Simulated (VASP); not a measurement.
Wanted: the native input for a VASP 6.6.1 run.

```yaml
Task: single point
Functional: PBEsol
Potentials_or_basis: VASP PAW PBE potentials, release 64 (Al)
Cutoff: 520 eV
k_mesh: 12 × 12 × 12
Occupations: methfessel-paxton, width 0.1 eV
Spin: no spin polarisation
Dipole_correction: no
Further_INCAR_settings: ALGO = Normal; EDIFF = 1e-07; NBANDS = 8
```

The structure of Al lies in POSCAR:

```
Al
1.0
    0.0000000000      2.0112152952      2.0112152952
    2.0112152952      0.0000000000      2.0112152952
    2.0112152952      2.0112152952      0.0000000000
Al
1
Direct
    0.0000000000      0.0000000000      0.0000000000
```

The input as run:

INCAR

```
PREC     = Accurate       # precision mode
ENCUT    = 520            # plane-wave cutoff, eV
EDIFF    = 1E-7           # SCF threshold, eV
ISMEAR   = 1              # smearing method
SIGMA    = 0.1            # smearing width, eV
LREAL    = F              # projectors in reciprocal space
LASPH    = T              # aspherical terms in the spheres
NELM     = 100            # most SCF steps
ALGO     = Normal         # electronic algorithm
ISIF     = 2              # what is computed and relaxed
LWAVE    = F              # write WAVECAR
LCHARG   = F              # write CHGCAR
GGA      = PS             # functional
NBANDS   = 8              # bands
```

KPOINTS

```
regular mesh
0
Gamma
  12 12 12
```

Potentials or basis: VASP PAW PBE potentials, release 64 (Al).

Launch:

```bash
$ cat potpaw_PBE.64/Al/POTCAR > POTCAR
$ mpirun -np 1 vasp_std > vasp.out
```

It gave:

```
Pressure : -0.1 GPa
```

Caveat: the PAW data sets were made with another functional, which shifts forces and pressure a little.

It took 4.9 s on 1 thread of Intel(R) Xeon(R) Platinum 8488C (Sapphire Rapids), on a shared host, peak memory 0.13 GiB.
